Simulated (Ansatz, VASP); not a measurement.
## Two plane-wave programs on Ga2C3

```xyz
5
Lattice="3.4321 0.0000 0.0000 -1.7161 2.9723 0.0000 0.0000 0.0000 5.4754" Properties=species:S:1:pos:R:3 pbc="T T T"
Ga    0.0000    1.9815    1.5855
Ga    1.7161    0.9908    3.8900
C     0.0000    0.0000    0.0000
C     0.0000    1.9815    3.9795
C     1.7161    0.9908    1.4959
```

Alike in both runs: functional r2SCAN; k mesh 12 × 12 × 8; occupations gaussian, width 0.1 eV; no spin polarisation.

Ansatz relaxed the structure, and its values are those at the end. VASP's run is a single point on that final structure, the one shown.

|  | VASP | Ansatz |
| --- | --- | --- |
| version | VASP 6.6.1 | Ansatz 0.2.0 |
| potentials or method | VASP PAW PBE potentials, release 64 (Ga_d, C), cutoff 520 eV | scalar-relativistic, plane waves, PAW |
| valence electrons in the cell | 38 | 38 |

```csv
,VASP,Ansatz,Ansatz less VASP
gap on the k mesh at the Fermi level (eV),none,none,-
pressure (GPa),0.5,0.0,-0.54
rms of the force components (eV/Å),0.003,0.000,-0.0032
```

VASP's potentials were made for PBE, not for r2SCAN. A gap of «none» marks a metal or a gap that the smearing closes.
